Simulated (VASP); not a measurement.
# Sb (R-3m) in VASP: relaxation of cell and atoms with PBEsol

Aim: the relaxation of cell and atoms of Sb with PBEsol.

Everything below comes from runs of VASP 6.6.1. Logs are shortened: lines on timing, memory, paths and dates and some standing lists are left out, and cuts for length are marked.

**1. The cell of the first run**

The structure is trigonal, space group R-3m (No. 166). The conventional cell has a = 4.220 Å, b = 4.220 Å, c = 11.044 Å, α = 90.00°, β = 90.00°, γ = 120.00°. Sb (site symmetry 3m) has 6 Sb at 2.85 to 3.29 Å within 3.8 Å.

**2. Relaxation of cell and atoms, PBEsol**

The input, INCAR:

```
SYSTEM = Sb
PREC = Accurate
ENCUT = 500
EDIFF = 1E-7
ISMEAR = -1
SIGMA = 0.05
LREAL = .FALSE.
LASPH = .TRUE.
NELM = 120
ALGO = Normal
ISIF = 3
LWAVE = .FALSE.
LCHARG = .FALSE.
GGA = PS
IBRION = 2
NSW = 100
EDIFFG = -0.005
GGA_COMPAT = .FALSE.
NELMIN = 4
```

The input, KPOINTS:

```
regular mesh
0
G
  9 9 9
  0 0 0
```

The input, POSCAR:

```
Sb
1.0
    2.1102243954      1.2183386227      3.6812845966
   -2.1102243954      1.2183386227      3.6812845966
    0.0000000000     -2.4366772455      3.6812845966
Sb
2
Direct
    0.2334900000      0.2334900000      0.2334900000
    0.7665100000      0.7665100000      0.7665100000
```

Potentials or basis: VASP PAW PBE potentials, release 64 (Sb_d_GW).

Launch:

```
$ cat potpaw_PBE.64/Sb_d_GW/POTCAR > POTCAR
$ mpirun -np 1 vasp_std > vasp.out
```

OUTCAR:

```text
SYSTEM = Sb
   PREC = Accurate
   ENCUT = 500
   EDIFF = 1E-7
   ISMEAR = -1
   LREAL = .FALSE.
   LASPH = .TRUE.
   NELM = 120
   ISIF = 3
   GGA = PS
   IBRION = 2
   NSW = 100
   EDIFFG = -0.005
   NELMIN = 4

 ion  position               nearest neighbor table
   1  0.233  0.233  0.233-   2 2.85   2 2.85   2 2.85   2 3.29   2 3.29   2 3.29
   2  0.767  0.767  0.767-   1 2.85   1 2.85   1 2.85   1 3.29   1 3.29   1 3.29

  LATTYP: Found a trigonal (rhomboedric) cell.
 ALAT       =     4.4146633257
 COS(alpha) =     0.5430253624

  Lattice vectors:

 A1 = (   2.1102243954,   1.2183386227,   3.6812845966)
 A2 = (  -2.1102243954,   1.2183386227,   3.6812845966)
 A3 = (   0.0000000000,  -2.4366772455,   3.6812845966)

Analysis of symmetry for initial positions (statically):
=====================================================================
 Subroutine PRICEL returns:
 Original cell was already a primitive cell.

 Routine SETGRP: Setting up the symmetry group for a
 trigonal (rhombohedral) supercell.

 Subroutine GETGRP returns: Found 12 space group operations
 (whereof 12 operations were pure point group operations)
 out of a pool of 12 trial point group operations.

The static configuration has the point symmetry D_3d.

Analysis of symmetry for dynamics (positions and initial velocities):
=====================================================================
 Subroutine PRICEL returns:
 Original cell was already a primitive cell.

 Routine SETGRP: Setting up the symmetry group for a
 trigonal (rhombohedral) supercell.

 Subroutine GETGRP returns: Found 12 space group operations
 (whereof 12 operations were pure point group operations)
 out of a pool of 12 trial point group operations.

The dynamic configuration has the point symmetry D_3d.

 Subroutine INISYM returns: Found 12 space group operations
 (whereof 12 operations are pure point group operations),
 and found     1 'primitive' translations

----------------------------------------------------------------------------------------

                                     Primitive cell

  volume of cell :      56.7868

  direct lattice vectors                    reciprocal lattice vectors
     2.110224395  1.218338623  3.681284597     0.236941626  0.136798312  0.090548102
    -2.110224395  1.218338623  3.681284597    -0.236941626  0.136798312  0.090548102
     0.000000000 -2.436677245  3.681284597     0.000000000 -0.273596623  0.090548102

  length of vectors
     4.414663326  4.414663326  4.414663326     0.288191032  0.288191032  0.288191032

  position of ions in fractional coordinates (direct lattice)
     0.233490000  0.233490000  0.233490000
     0.766510000  0.766510000  0.766510000

  ion indices of the primitive-cell ions
   primitive index   ion index
                 1           1
                 2           2

----------------------------------------------------------------------------------------

 KPOINTS: regular mesh

Automatic generation of k-mesh.
 Grid dimensions read from file:
 generate k-points for:    9    9    9

 Generating k-lattice:

  Cartesian coordinates                     Fractional coordinates (reciprocal lattice)
     0.026326847  0.015199812  0.010060900     0.111111111  0.000000000  0.000000000
    -0.026326847  0.015199812  0.010060900     0.000000000  0.111111111  0.000000000
     0.000000000 -0.030399625  0.010060900    -0.000000000 -0.000000000  0.111111111

  Length of vectors
     0.032021226  0.032021226  0.032021226

  Shift w.r.t. Gamma in fractional coordinates (k-lattice)
     0.000000000  0.000000000  0.000000000

 Subroutine IBZKPT returns following result:
 ===========================================

 Found     85 irreducible k-points:

 Following reciprocal coordinates:
            Coordinates               Weight
  0.000000  0.000000  0.000000      1.000000
  0.111111  0.000000 -0.000000      6.000000
  0.222222  0.000000  0.000000      6.000000
  0.333333  0.000000  0.000000      6.000000
  0.444444  0.000000  0.000000      6.000000
  0.111111  0.111111 -0.000000      6.000000
[... 16 lines left out ...]
 -0.333333  0.333333  0.000000      6.000000
  0.444444  0.444444  0.000000      6.000000
 [... further k-points ...]
   k-points           NKPTS =     85   k-points in BZ     NKDIM =     85   number of bands    NBANDS=     19
   number of dos      NEDOS =    301   number of ions     NIONS =      2
   total plane-waves  NPLWV =  32768
   dimension x,y,z NGX =    32 NGY =   32 NGZ =   32
   dimension x,y,z NGXF=    64 NGYF=   64 NGZF=   64
   ions per type =               2
   NGX,Y,Z   is equivalent  to a cutoff of  12.05, 12.05, 12.05 a.u.
   NGXF,Y,Z  is equivalent  to a cutoff of  24.10, 24.10, 24.10 a.u.
 SYSTEM =  Sb
   PREC   = accura    normal or accurate (medium, high low for compatibility)
   ISTART =      0    job   : 0-new  1-cont  2-samecut
   ICHARG =      2    charge: 1-file 2-atom 10-const
   ISPIN  =      1    spin polarized calculation?
   LNONCOLLINEAR =      F non collinear calculations
   LSORBIT =      F    spin-orbit coupling
   LASPH  =      T    aspherical Exc in radial PAW
   ENCUT  =  500.0 eV  36.75 Ry    6.06 a.u.   8.05  8.05  8.05*2*pi/ulx,y,z
   NELM   =    120;   NELMIN=  4; NELMDL= -5     # of ELM steps
   EDIFF  = 0.1E-06   stopping-criterion for ELM
   LREAL  =      F    real-space projection
   EDIFFG = -.5E-02   stopping-criterion for IOM
   NSW    =    100    number of steps for IOM
   IBRION =      2    ionic relax: 0-MD 1-quasi-New 2-CG
   NFREE  =      1    steps in history (QN), initial steepest desc. (CG)
   ISIF   =      3    stress and relaxation
   ISYM   =      2    0-nonsym 1-usesym 2-fastsym
   POTIM  = 0.5000    time-step for ionic-motion
   TEBEG  =    0.0;   TEEND  =   0.0 temperature during run
   PSTRESS=    0.0 pullay stress
   NELECT =      30.0000    total number of electrons
   NUPDOWN=      -1.0000    fix difference up-down
   EMIN   =  10.00;   EMAX   =-10.00  energy-range for DOS
   EFERMI =   0.00;   METHOD = LEGACY
   ISMEAR =    -1;   SIGMA  =   0.05  broadening in eV -4-tet -1-fermi 0-gaus
   EFERMI_NEDOS =   21; number of points for ismear=-14 and -15
   IALGO  =     38    algorithm
   IMIX   =      4    mixing-type and parameters
     AMIX     =   0.40;   BMIX     =  1.00
     AMIX_MAG =   1.60;   BMIX_MAG =  1.00
  volume/ion in A,a.u.               =      28.39       191.61
  Fermi-wavevector in a.u.,A,eV,Ry     =   1.323425  2.500911 23.829991  1.751455
  Thomas-Fermi vector in A             =   2.453034
   LORBIT       =      0    0 simple, 1 ext, 2 COOP (PROOUT), +10 PAW based schemes
   GGA     = PS    functional components
   LHFCALC =     F    Hartree Fock is set to
   AEXX    =    0.0000 exact exchange contribution
   IVDW    =     0    specifies the selected vdW correction
   LEPSILON=     F    determine dielectric tensor
   LRPA    =     F    only Hartree local field effects (RPA)
 conjugate gradient relaxation of ions
 non-spin polarized calculation
  energy-cutoff  :      500.00
  volume of cell :       56.79
 maximum number of plane-waves:      1472
   NGX = 17   NGY = 17   NGZ = 17

--------------------------------------- Ionic step        1  -------------------------------------------

 number of electron      29.9999997 magnetization

 Free energy of the ion-electron system (eV)
  ---------------------------------------------------
  ext. energy  EPLUGINS =         0.00000000
  ---------------------------------------------------
  free energy    TOTEN  =        -9.11931679 eV

  energy without entropy =       -9.11688295  energy(sigma->0) =       -9.11809987

------------------------ aborting loop because EDIFF is reached ----------------------------------------

  FORCE on cell =-STRESS in cart. coord.  units (eV):
  Direction    XX          YY          ZZ          XY          YZ          ZX
  --------------------------------------------------------------------------------------
  -------------------------------------------------------------------------------------
  Total        1.5928337      1.5928337      1.1668242     -0.0000000     -0.0000000     -0.0000000
  in kB       44.9400673     44.9400673     32.9206724     -0.0000000     -0.0000000     -0.0000000
  external PRESSURE =      40.9336023 kB  Pullay stress =       0.0000000 kB
[... 23 lines left out ...]
--------------------------------------- Ionic step        2  -------------------------------------------

 number of electron      30.0000015 magnetization

 E-fermi :   4.6947     XC(G=0):  -9.8785

 val. band max:        4.6124691974   @ k =   0.3333   0.2222   0.2222
 cond. band min:       4.7521118340   @ k =   0.4444   0.0000   0.0000
 fundamental gap:      0.1396426366
 Fermi energy:         4.6947138808

 k-point     1 :       0.0000    0.0000    0.0000
  band No.  band energies     occupation
      1     -24.5139      2.00000
      2     -24.5139      2.00000
      3     -24.4388      2.00000
      4     -24.4388      2.00000
      5     -24.4209      2.00000
      6     -24.3457      2.00000
[... 505 lines left out ...]
      6     -24.3839      2.00000
[... 11 lines left out ...]
     18       9.8647      0.00000
     19      10.8817      0.00000

 [... further k-points ...]
[... 5 lines left out ...]
  --------------------------------------------------------------------------------------
  -------------------------------------------------------------------------------------
  Total       -1.0530811     -1.0530811     -1.0614374      0.0000000      0.0000000      0.0000000
  in kB      -26.7992989    -26.7992989    -27.0119541      0.0000000      0.0000000      0.0000000
  external PRESSURE =     -26.8701840 kB  Pullay stress =       0.0000000 kB
[... 23 lines left out ...]
--------------------------------------- Ionic step        3  -------------------------------------------

 number of electron      29.9999994 magnetization

 E-fermi :   5.2197     XC(G=0): -10.0844

 val. band max:        5.1816727251   @ k =   0.3333   0.2222   0.2222
 cond. band min:       5.2362660228   @ k =   0.4444   0.0000   0.0000
 fundamental gap:      0.0545932977
 Fermi energy:         5.2196673291

 k-point     1 :       0.0000    0.0000    0.0000
  band No.  band energies     occupation
      1     -24.1136      2.00000
      2     -24.1136      2.00000
      3     -24.0246      2.00000
      4     -24.0246      2.00000
      5     -24.0029      2.00000
      6     -23.9124      2.00000
[... 505 lines left out ...]
      6     -23.9581      2.00000
[... 11 lines left out ...]
     18      10.6064      0.00000
     19      11.7357      0.00000

 [... further k-points ...]
[... 5 lines left out ...]
  --------------------------------------------------------------------------------------
  -------------------------------------------------------------------------------------
  Total        0.0242018      0.0242018     -0.1402570      0.0000000      0.0000000      0.0000000
  in kB        0.6445665      0.6445665     -3.7354569      0.0000000      0.0000000      0.0000000
  external PRESSURE =      -0.8154413 kB  Pullay stress =       0.0000000 kB
[... 17 lines left out ...]
  FREE ENERGIE OF THE ION-ELECTRON SYSTEM (eV)
  ---------------------------------------------------
  free  energy   TOTEN  =        -9.1667596451 eV

  energy  without entropy=       -9.1648196913  energy(sigma->0) =       -9.16578967

[... ionic steps 4 to 8 ...]

--------------------------------------- Ionic step        9  -------------------------------------------

 number of electron      29.9999996 magnetization

------------------------ aborting loop because EDIFF is reached ----------------------------------------
[... 67 lines left out ...]
--------------------------------------- Ionic step       11  -------------------------------------------

 number of electron      29.9999996 magnetization

 Free energy of the ion-electron system (eV)
  ---------------------------------------------------
  ext. energy  EPLUGINS =         0.00000000
  ---------------------------------------------------
  free energy    TOTEN  =        -9.16781121 eV

  energy without entropy =       -9.16567622  energy(sigma->0) =       -9.16674372

 E-fermi :   5.2615     XC(G=0): -10.1160

 val. band max:        5.2128031028   @ k =   0.3333   0.2222   0.2222
 cond. band min:       5.2795440191   @ k =   0.4444   0.0000   0.0000
 fundamental gap:      0.0667409164
 Fermi energy:         5.2614608436

 k-point     1 :       0.0000    0.0000    0.0000
  band No.  band energies     occupation
      1     -24.0605      2.00000
      2     -24.0605      2.00000
      3     -23.9713      2.00000
      4     -23.9713      2.00000
      5     -23.9496      2.00000
      6     -23.8588      2.00000
[... 505 lines left out ...]
      6     -23.9048      2.00000
[... 11 lines left out ...]
     18      10.6520      0.00000
     19      11.8807      0.00000

 [... further k-points ...]
[... 5 lines left out ...]
  --------------------------------------------------------------------------------------
  -------------------------------------------------------------------------------------
  Total       -0.0020589     -0.0020589      0.0018041      0.0000000     -0.0000000      0.0000000
  in kB       -0.0551706     -0.0551706      0.0483434      0.0000000     -0.0000000      0.0000000
  external PRESSURE =      -0.0206659 kB  Pullay stress =       0.0000000 kB
[... 17 lines left out ...]
  FREE ENERGIE OF THE ION-ELECTRON SYSTEM (eV)
  ---------------------------------------------------
  free  energy   TOTEN  =        -9.1678112136 eV

  energy  without entropy=       -9.1656762184  energy(sigma->0) =       -9.16674372

 reached required accuracy - stopping structural energy minimisation
```

Run time: 6.8 min. Hardware: 1 thread of AMD EPYC 9R45 (Zen 5), shared host; peak memory 0.23 GiB.

Results:

* Free energy: -9.1678 eV
* Relaxed volume: 29.90 Å³/atom
* Relaxed cell: a = 4.459 Å, b = 4.459 Å, c = 4.459 Å, α = 57.97°, β = 57.97°, γ = 57.97°
* Space group after relaxing (to 0.1 Å): R-3m (No. 166)
* Energy gained by relaxing: 24.2 meV/atom
* Ionic steps: 11
* Pressure after relaxing: 0.0 GPa

Forces on the atoms (eV/Å):
```
Sb   0.000  0.000  0.002
Sb   0.000  0.000 -0.002
```

The path:
| step | energy change (eV) | largest force (eV/Å) | pressure (GPa) | volume (Å³) |
| --- | --- | --- | --- | --- |
| 1 | 0.0000 | 0.4755 | 4.09 | 56.79 |
| 2 | -0.0199 | 0.2559 | -2.69 | 62.96 |
| 3 | -0.0474 | 0.0226 | -0.08 | 60.16 |
| 4 | -0.0474 | 0.0317 | -0.01 | 60.09 |
| 5 | -0.0479 | 0.0293 | 0.00 | 60.02 |
| 6 | -0.0484 | 0.0315 | 0.03 | 59.85 |
| 7 | -0.0484 | 0.0339 | 0.07 | 59.81 |
| 8 | -0.0484 | 0.0061 | -0.18 | 59.95 |
| 9 | -0.0484 | 0.0115 | -0.04 | 59.88 |
| 10 | -0.0484 | 0.0110 | -0.07 | 59.88 |
| 11 | -0.0485 | 0.0024 | 0.00 | 59.79 |

Final structure:
```
CELL_PARAMETERS angstrom
2.16102 1.24766 3.69600
-2.16102 1.24766 3.69600
0.00000 -2.49533 3.69600
ATOMIC_POSITIONS crystal
Sb 0.23537 0.23537 0.23537
Sb 0.76463 0.76463 0.76463
```

Caveat: the PAW data sets were made with another functional, which shifts forces and pressure a little; spin-orbit coupling is left out, which moves the levels of the heavy elements.
